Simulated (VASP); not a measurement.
Here is a VASP 6.6.1 calculation.

File INCAR:

```
ALGO     = Fast           # electronic algorithm
EDIFF    = 1E-6           # SCF threshold, eV
ENCUT    = 520            # plane-wave cutoff, eV
GGA      = CA             # functional
ISIF     = 2              # what is computed and relaxed
ISMEAR   = 0              # smearing method
LASPH    = True           # aspherical terms in the spheres
LCHARG   = False          # write CHGCAR
LREAL    = False          # projectors in reciprocal space
LWAVE    = False          # write WAVECAR
NBANDS   = 8              # bands
NELM     = 100            # most SCF steps
PREC     = Accurate       # precision mode
SIGMA    = 0.15           # smearing width, eV
```

The input KPOINTS:

```
k-points
0
Gamma
  22 22 22
```

POSCAR

```
Al
1.0
   -1.5182020328      1.5182020328      1.8997262036
    1.5182020328     -1.5182020328      1.8997262036
    1.5182020328      1.5182020328     -1.8997262036
Al
1
Direct
    0.0000000000      0.0000000000      0.0000000000
```

Potentials or basis: VASP PAW LDA potentials, release 64 (Al).

Launch:

```sh
$ cat potpaw_LDA.64/Al/POTCAR > POTCAR
$ mpirun -np 1 vasp_std > vasp.out
```

(1) What does it give for the pressure?

## Answers

(1) -6.1 GPa.
